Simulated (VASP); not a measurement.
# MgO (I4/mmm) in VASP: further runs

Runs on MgO. Level: PBE. Tasks: single point.

Program: VASP 6.6.1. These are calculated values, not measurements. Logs are shortened: lines on timing, memory, paths and dates and some standing lists are left out, and cuts for length are marked.

## 1. The cell of the first run

It takes space group I4/mmm (No. 139, tetragonal). The conventional cell has a = 3.008 Å, b = 3.008 Å, c = 3.616 Å, α = 90.00°, β = 90.00°, γ = 90.00°. Mg (site symmetry 4/mmm) has 6 O at 1.81 to 2.13 Å within 2.4 Å. O (site symmetry 4/mmm) has 6 Mg at 1.81 to 2.13 Å within 2.4 Å.

## 2. Single point, PBE (strain -0.1500 x Voigt [0, 1, 0, 0, 0, 0])

INCAR

```
SYSTEM = MgO
PREC = Accurate ; ENCUT = 520
EDIFF = 1E-7 ; ISMEAR = 0
SIGMA = 0.05 ; LREAL = .FALSE.
LASPH = .TRUE. ; NELM = 80
ALGO = Normal ; ISIF = 2
LWAVE = .FALSE. ; LCHARG = .FALSE.
GGA = PE ; NBANDS = 11
```

KPOINTS

```
Automatic mesh
0
G
  10 10 10
  0 0 0
```

POSCAR

```
MgO
1.0
    0.0000000000      1.8078844696      2.1269229054
    2.1269229054      0.0000000000      2.1269229054
    2.1269229054      1.8078844696      0.0000000000
Mg O
1 1
Direct
    0.0000000000      0.0000000000      0.0000000000
    0.5000000000      0.5000000000      0.5000000000
```

Potentials or basis: VASP PAW PBE potentials, release 64 (Mg, O).

Launch:

```
$ cat potpaw_PBE.64/Mg/POTCAR potpaw_PBE.64/O/POTCAR > POTCAR
$ mpirun -np 1 vasp_std > vasp.out
```

OUTCAR:

```text
SYSTEM = MgO
   PREC = Accurate
   ENCUT = 520
   EDIFF = 1E-7
   ISMEAR = 0
   LREAL = .FALSE.
   LASPH = .TRUE.
   NELM = 80
   ISIF = 2
   GGA = PE

 ion  position               nearest neighbor table
   1  0.000  0.000  0.000-   2 1.81   2 1.81   2 2.13   2 2.13   2 2.13   2 2.13
   2  0.500  0.500  0.500-   1 1.81   1 1.81   1 2.13   1 2.13   1 2.13   1 2.13

  LATTYP: Found a body centered tetragonal cell.
 ALAT       =     3.0079232189
 C/A-ratio  =     1.2020815280

  Lattice vectors:

 A1 = (   0.0000000000,  -1.8078844696,   2.1269229054)
 A2 = (   0.0000000000,  -1.8078844696,  -2.1269229054)
 A3 = (   2.1269229054,   1.8078844696,   0.0000000000)

Analysis of symmetry for initial positions (statically):
=====================================================================
 Subroutine PRICEL returns:
 Original cell was already a primitive cell.

 Routine SETGRP: Setting up the symmetry group for a
 body centered tetragonal supercell.

 Subroutine GETGRP returns: Found 16 space group operations
 (whereof 16 operations were pure point group operations)
 out of a pool of 16 trial point group operations.

The static configuration has the point symmetry D_4h.

Analysis of symmetry for dynamics (positions and initial velocities):
=====================================================================
 Subroutine PRICEL returns:
 Original cell was already a primitive cell.

 Routine SETGRP: Setting up the symmetry group for a
 body centered tetragonal supercell.

 Subroutine GETGRP returns: Found 16 space group operations
 (whereof 16 operations were pure point group operations)
 out of a pool of 16 trial point group operations.

The dynamic configuration has the point symmetry D_4h.

 Subroutine INISYM returns: Found 16 space group operations
 (whereof 16 operations are pure point group operations),
 and found     1 'primitive' translations

----------------------------------------------------------------------------------------

                                     Primitive cell

  volume of cell :      16.3570

  direct lattice vectors                    reciprocal lattice vectors
     0.000000000  1.807884470  2.126922905    -0.235081393  0.276566345  0.235081393
     2.126922905  0.000000000  2.126922905     0.235081393 -0.276566345  0.235081393
     2.126922905  1.807884470  0.000000000     0.235081393  0.276566345 -0.235081393

  length of vectors
     2.791459708  3.007923219  2.791459708     0.432452848  0.432452848  0.432452848

  position of ions in fractional coordinates (direct lattice)
     0.000000000  0.000000000  0.000000000
     0.500000000  0.500000000  0.500000000

  ion indices of the primitive-cell ions
   primitive index   ion index
                 1           1
                 2           2

----------------------------------------------------------------------------------------

 KPOINTS: Automatic mesh

Automatic generation of k-mesh.
 Grid dimensions read from file:
 generate k-points for:   10   10   10

 Generating k-lattice:

  Cartesian coordinates                     Fractional coordinates (reciprocal lattice)
    -0.023508139  0.027656635  0.023508139     0.100000000  0.000000000 -0.000000000
     0.023508139 -0.027656635  0.023508139     0.000000000  0.100000000  0.000000000
     0.023508139  0.027656635 -0.023508139    -0.000000000  0.000000000  0.100000000

  Length of vectors
     0.043245285  0.043245285  0.043245285

  Shift w.r.t. Gamma in fractional coordinates (k-lattice)
     0.000000000  0.000000000  0.000000000

 Subroutine IBZKPT returns following result:
 ===========================================

 Found    102 irreducible k-points:

 Following reciprocal coordinates:
            Coordinates               Weight
  0.000000  0.000000  0.000000      1.000000
  0.100000  0.000000  0.000000      8.000000
  0.200000  0.000000  0.000000      8.000000
  0.300000  0.000000  0.000000      8.000000
  0.400000  0.000000  0.000000      8.000000
  0.500000  0.000000  0.000000      4.000000
[... 16 lines left out ...]
  0.300000  0.300000  0.000000      4.000000
  0.400000  0.300000 -0.000000     16.000000
 [... further k-points ...]
   k-points           NKPTS =    102   k-points in BZ     NKDIM =    102   number of bands    NBANDS=     11
   number of dos      NEDOS =    301   number of ions     NIONS =      2
   total plane-waves  NPLWV =  13824
   dimension x,y,z NGX =    24 NGY =   24 NGZ =   24
   dimension x,y,z NGXF=    48 NGYF=   48 NGZF=   48
   ions per type =               1   1
   NGX,Y,Z   is equivalent  to a cutoff of  14.29, 13.26, 14.29 a.u.
   NGXF,Y,Z  is equivalent  to a cutoff of  28.59, 26.53, 28.59 a.u.
 SYSTEM =  MgO
   PREC   = accura    normal or accurate (medium, high low for compatibility)
   ISTART =      0    job   : 0-new  1-cont  2-samecut
   ICHARG =      2    charge: 1-file 2-atom 10-const
   ISPIN  =      1    spin polarized calculation?
   LNONCOLLINEAR =      F non collinear calculations
   LSORBIT =      F    spin-orbit coupling
   LASPH  =      T    aspherical Exc in radial PAW
   ENCUT  =  520.0 eV  38.22 Ry    6.18 a.u.   5.19  5.59  5.19*2*pi/ulx,y,z
   NELM   =     80;   NELMIN=  2; NELMDL= -5     # of ELM steps
   EDIFF  = 0.1E-06   stopping-criterion for ELM
   LREAL  =      F    real-space projection
   EDIFFG = 0.1E-05   stopping-criterion for IOM
   NSW    =      0    number of steps for IOM
   IBRION =     -1    ionic relax: 0-MD 1-quasi-New 2-CG
   NFREE  =      0    steps in history (QN), initial steepest desc. (CG)
   ISIF   =      2    stress and relaxation
   ISYM   =      2    0-nonsym 1-usesym 2-fastsym
   POTIM  = 0.5000    time-step for ionic-motion
   TEBEG  =    0.0;   TEEND  =   0.0 temperature during run
   PSTRESS=    0.0 pullay stress
   NELECT =       8.0000    total number of electrons
   NUPDOWN=      -1.0000    fix difference up-down
   EMIN   =  10.00;   EMAX   =-10.00  energy-range for DOS
   EFERMI =   0.00;   METHOD = LEGACY
   ISMEAR =     0;   SIGMA  =   0.05  broadening in eV -4-tet -1-fermi 0-gaus
   EFERMI_NEDOS =   21; number of points for ismear=-14 and -15
   IALGO  =     38    algorithm
   IMIX   =      4    mixing-type and parameters
     AMIX     =   0.40;   BMIX     =  1.00
     AMIX_MAG =   1.60;   BMIX_MAG =  1.00
  volume/ion in A,a.u.               =       8.18        55.19
  Fermi-wavevector in a.u.,A,eV,Ry     =   1.289843  2.437449 22.635936  1.663694
  Thomas-Fermi vector in A             =   2.421711
   LORBIT       =      0    0 simple, 1 ext, 2 COOP (PROOUT), +10 PAW based schemes
   GGA     = PE    functional components
   LHFCALC =     F    Hartree Fock is set to
   AEXX    =    0.0000 exact exchange contribution
   IVDW    =     0    specifies the selected vdW correction
   LEPSILON=     F    determine dielectric tensor
   LRPA    =     F    only Hartree local field effects (RPA)
 non-spin polarized calculation
 Gauss-broadening in eV      SIGMA  =   0.05
  energy-cutoff  :      520.00
  volume of cell :       16.36
 maximum number of plane-waves:       467
 NGX is ok and might be reduce to    24
   NGX = 11   NGY = 11   NGZ = 11

 number of electron       8.0000001 magnetization

 Free energy of the ion-electron system (eV)
  ---------------------------------------------------
  ext. energy  EPLUGINS =         0.00000000
  ---------------------------------------------------
  free energy    TOTEN  =       -11.20234890 eV

  energy without entropy =      -11.20234890  energy(sigma->0) =      -11.20234890

 E-fermi :   4.6691     XC(G=0): -11.6840

 val. band max:        4.3153321135   @ k =   0.0000   0.0000   0.0000
 cond. band min:      10.0397983252   @ k =   0.0000   0.0000   0.0000
 fundamental gap:      5.7244662117
 Fermi energy:         4.6691074049

 k-point     1 :       0.0000    0.0000    0.0000
  band No.  band energies     occupation
      1     -13.7993      2.00000
      2       4.0129      2.00000
      3       4.3153      2.00000
      4       4.3153      2.00000
      5      10.0398      0.00000
      6      20.5287      0.00000
      7      20.5287      0.00000
      8      22.3396      0.00000
      9      24.2217      0.00000
     10      25.4785      0.00000
     11      29.3113      0.00000

 k-point     2 :       0.1000    0.0000    0.0000
  band No.  band energies     occupation
      1     -13.6645      2.00000
      2       3.4968      2.00000
      3       4.0921      2.00000
      4       4.1895      2.00000
      5      10.6564      0.00000
      6      19.6863      0.00000
      7      20.7525      0.00000
      8      22.0081      0.00000
      9      23.9888      0.00000
     10      27.2857      0.00000
     11      28.8848      0.00000

 k-point     3 :       0.2000    0.0000    0.0000
  band No.  band energies     occupation
      1     -13.2916      2.00000
      2       2.0830      2.00000
      3       3.8771      2.00000
      4       3.9071      2.00000
      5      11.8361      0.00000
      6      18.1763      0.00000
      7      20.9514      0.00000
      8      22.7514      0.00000
      9      24.2060      0.00000
     10      27.1692      0.00000
     11      30.2684      0.00000

 k-point     4 :       0.3000    0.0000    0.0000
  band No.  band energies     occupation
      1     -12.7800      2.00000
      2       0.5909      2.00000
      3       3.5201      2.00000
      4       3.7105      2.00000
      5      12.6586      0.00000
      6      17.5657      0.00000
      7      20.6669      0.00000
      8      23.9212      0.00000
      9      25.5696      0.00000
     10      26.6853      0.00000
     11      29.9613      0.00000

 k-point     5 :       0.4000    0.0000    0.0000
  band No.  band energies     occupation
      1     -12.3115      2.00000
      2      -0.5338      2.00000
      3       3.2510      2.00000
      4       3.5575      2.00000
      5      12.8358      0.00000
      6      17.8495      0.00000
      7      20.3313      0.00000
      8      24.7252      0.00000
      9      26.7135      0.00000
     10      27.2559      0.00000
     11      29.7893      0.00000
[... 211 lines left out ...]
 k-point    21 :      -0.3000    0.2000   -0.0000
  band No.  band energies     occupation
      1     -12.1769      2.00000
      2      -0.0278      2.00000
      3       2.0443      2.00000
      4       3.4060      2.00000
      5      14.4469      0.00000
      6      16.7119      0.00000
      7      19.6509      0.00000
      8      25.0485      0.00000
      9      26.1905      0.00000
     10      27.4386      0.00000
     11      31.5687      0.00000

 k-point    22 :      -0.2000    0.2000   -0.0000
  band No.  band energies     occupation
      1     -12.5719      2.00000
      2       0.6056      2.00000
      3       2.6737      2.00000
      4       3.5968      2.00000
      5      13.7118      0.00000
      6      16.5587      0.00000
      7      20.3005      0.00000
      8      24.1096      0.00000
      9      25.6082      0.00000
     10      27.8872      0.00000
     11      30.8456      0.00000

 k-point    23 :       0.3000    0.3000    0.0000
  band No.  band energies     occupation
      1     -12.7012      2.00000
      2       0.6223      2.00000
      3       3.0306      2.00000
      4       3.7171      2.00000
      5      14.3187      0.00000
      6      15.6840      0.00000
      7      19.4505      0.00000
      8      23.6727      0.00000
      9      24.9004      0.00000
     10      30.1547      0.00000
     11      33.1557      0.00000

 k-point    24 :       0.4000    0.3000   -0.0000
  band No.  band energies     occupation
      1     -12.3920      2.00000
      2       0.0919      2.00000
      3       2.7099      2.00000
      4       3.4430      2.00000
      5      15.0439      0.00000
      6      15.5753      0.00000
      7      18.7086      0.00000
      8      23.9389      0.00000
      9      25.8523      0.00000
     10      30.6071      0.00000
     11      32.8137      0.00000

 [... further k-points ...]

------------------------ aborting loop because EDIFF is reached ----------------------------------------

  FORCE on cell =-STRESS in cart. coord.  units (eV):
  Direction    XX          YY          ZZ          XY          YZ          ZX
  --------------------------------------------------------------------------------------
  -------------------------------------------------------------------------------------
  Total        1.7857256     11.0910361      1.7857256      0.0000000      0.0000000      0.0000000
  in kB      174.9126185   1086.3719310    174.9126185      0.0000000      0.0000000      0.0000000
  external PRESSURE =     478.7323894 kB  Pullay stress =       0.0000000 kB

 VOLUME and BASIS-vectors are now :
 -----------------------------------------------------------------------------
  energy-cutoff  :      520.00
  volume of cell :       16.36
      direct lattice vectors                 reciprocal lattice vectors
     0.000000000  1.807884470  2.126922905    -0.235081393  0.276566345  0.235081393
     2.126922905  0.000000000  2.126922905     0.235081393 -0.276566345  0.235081393
     2.126922905  1.807884470  0.000000000     0.235081393  0.276566345 -0.235081393

 POSITION                                       TOTAL-FORCE (eV/Angst)
 -----------------------------------------------------------------------------------
      0.00000      0.00000      0.00000         0.000000      0.000000      0.000000
      2.12692      1.80788      2.12692         0.000000     -0.000000      0.000000
 -----------------------------------------------------------------------------------
    total drift:                               -0.000000     -0.000000      0.000000

  FREE ENERGIE OF THE ION-ELECTRON SYSTEM (eV)
  ---------------------------------------------------
  free  energy   TOTEN  =       -11.2023488977 eV

  energy  without entropy=      -11.2023488977  energy(sigma->0) =      -11.20234890
```

Wall time 18 s (1 thread of Intel Xeon 8259CL, shared host); peak memory 0.15 GiB.

Results:

```yaml
Free_energy: -11.2023 eV
Pressure: 47.9 GPa
Band_gap_on_the_k_mesh: 5.72 eV
```

Stress tensor (GPa, compression positive):
```
 17.49   0.00   0.00
  0.00 108.64   0.00
  0.00   0.00  17.49
```

Caveat: the cell differs from its parent crystal (strain -0.1500 x Voigt [0, 1, 0, 0, 0, 0]); the cell stands under pressure.

## 3. Single point, PBE (strain -0.1125 x Voigt [0, 1, 0, 0, 0, 0])

INCAR

```
SYSTEM = MgO
ALGO = Normal
EDIFF = 1E-7
ENCUT = 520
GGA = PE
ISIF = 2
ISMEAR = 0
LASPH = .TRUE.
LCHARG = .FALSE.
LREAL = .FALSE.
LWAVE = .FALSE.
NBANDS = 11
NELM = 60
PREC = Accurate
SIGMA = 0.05
```

KPOINTS

```
k-points
0
G
  10 10 10
  0 0 0
```

POSCAR

```
MgO
1.0
    0.0000000000      1.8876440785      2.1269229054
    2.1269229054      0.0000000000      2.1269229054
    2.1269229054      1.8876440785      0.0000000000
Mg O
1 1
Direct
    0.0000000000      0.0000000000      0.0000000000
    0.5000000000      0.5000000000      0.5000000000
```

Potentials or basis: VASP PAW PBE potentials, release 64 (Mg, O).

Launch:

```
$ cat potpaw_PBE.64/Mg/POTCAR potpaw_PBE.64/O/POTCAR > POTCAR
$ mpirun -np 1 vasp_std > vasp.out
```

Run time: 21 s. Hardware: 1 thread of Intel Xeon 8259CL, shared host; peak memory 0.15 GiB.

It converged, with:

```yaml
Free_energy: -11.5816 eV
Pressure: 28.8 GPa
Band_gap_on_the_k_mesh: 5.43 eV
```

Stress tensor (GPa, compression positive):
```
11.97  0.00  0.00
 0.00 62.51  0.00
 0.00  0.00 11.97
```

Levels at points of the mesh, in eV from the valence-band top:
| k point | band 1 | band 2 | band 3 | band 4 | band 5 | band 6 | band 7 | band 8 |
| --- | --- | --- | --- | --- | --- | --- | --- | --- |
| (0.00, 0.00, 0.00) | -17.84 | -0.26 | 0.00 | 0.00 | 5.43 | 15.98 | 15.98 | 17.29 |
| (0.50, 0.00, 0.00) | -16.30 | -5.08 | -1.00 | -0.75 | 8.31 | 13.43 | 15.89 | 19.13 |
| (0.50, 0.50, 0.00) | -16.16 | -4.71 | -1.67 | -1.00 | 9.75 | 11.03 | 13.44 | 19.67 |
| (0.50, 0.00, 0.50) | -15.83 | -4.11 | -1.94 | -1.94 | 8.31 | 10.99 | 15.08 | 19.44 |

Caveat: the cell differs from its parent crystal (strain -0.1125 x Voigt [0, 1, 0, 0, 0, 0]); the cell stands under pressure.

## 4. Single point, PBE (strain -0.0750 x Voigt [0, 1, 0, 0, 0, 0])

INCAR

```
PREC     = Accurate       # precision mode
ENCUT    = 520            # plane-wave cutoff, eV
EDIFF    = 1E-6           # SCF threshold, eV
ISMEAR   = 0              # smearing method
SIGMA    = 0.05           # smearing width, eV
LREAL    = False          # projectors in reciprocal space
LASPH    = True           # aspherical terms in the spheres
NELM     = 80             # most SCF steps
ALGO     = Normal         # electronic algorithm
ISIF     = 2              # what is computed and relaxed
LWAVE    = False          # write WAVECAR
LCHARG   = False          # write CHGCAR
GGA      = PE             # functional
NBANDS   = 11             # bands
```

KPOINTS

```
Automatic mesh
0
Gamma
  10 10 10
```

POSCAR

```
MgO
1.0
    0.0000000000      1.9674036875      2.1269229054
    2.1269229054      0.0000000000      2.1269229054
    2.1269229054      1.9674036875      0.0000000000
Mg O
1 1
Direct
    0.0000000000      0.0000000000      0.0000000000
    0.5000000000      0.5000000000      0.5000000000
```

Launch:

```
$ cat potpaw_PBE.64/Mg/POTCAR potpaw_PBE.64/O/POTCAR > POTCAR
$ mpirun -np 1 vasp_std > vasp.out
```

Wall time 18 s (1 thread of Intel Xeon 8259CL, shared host); peak memory 0.15 GiB.

Results (log left out):

* Free energy: -11.7906 eV
* Pressure: 15.4 GPa
* Band gap on the k mesh: 5.11 eV

Stress tensor (GPa, compression positive):
```
 7.10  0.00  0.00
 0.00 31.98  0.00
 0.00  0.00  7.10
```

Levels at points of the mesh, in eV from the valence-band top:
| k point | band 1 | band 2 | band 3 | band 4 | band 5 | band 6 | band 7 | band 8 | band 9 |
| --- | --- | --- | --- | --- | --- | --- | --- | --- | --- |
| (0.00, 0.00, 0.00) | -17.58 | -0.18 | 0.00 | 0.00 | 5.11 | 15.82 | 15.82 | 16.65 | 20.16 |
| (0.50, 0.00, 0.00) | -16.17 | -4.88 | -0.86 | -0.70 | 8.11 | 13.05 | 15.91 | 17.88 | 21.50 |
| (0.50, 0.50, 0.00) | -15.98 | -4.44 | -1.57 | -1.11 | 9.47 | 10.52 | 13.21 | 19.24 | 20.80 |
| (0.50, 0.00, 0.50) | -15.76 | -4.10 | -1.71 | -1.71 | 8.58 | 10.46 | 14.27 | 19.09 | 19.09 |

Caveat: the cell differs from its parent crystal (strain -0.0750 x Voigt [0, 1, 0, 0, 0, 0]); the cell stands under pressure.

## 5. Overview

```tsv
cell	gap on the mesh (eV)	pressure (GPa)
a = 2.791, b = 3.008 Å, angles 57.4, 65.2, 57.4°, 2 atoms	5.72	47.9
a = 2.844, b = 3.008 Å, angles 58.1, 63.9, 58.1°, 2 atoms	5.43	28.8
a = 2.897, b = 3.008 Å, angles 58.7, 62.5, 58.7°, 2 atoms	5.11	15.4
```

Alike in all rows: task single point; level PBE; potentials or basis VASP PAW PBE potentials, release 64 (Mg, O); no spin polarisation; k mesh 10 × 10 × 10; cutoff (eV) 520; smearing gaussian 0.05 eV.

Caveats: the cell stands under pressure.

Absolute energies hang on the potentials; compare differences alone.
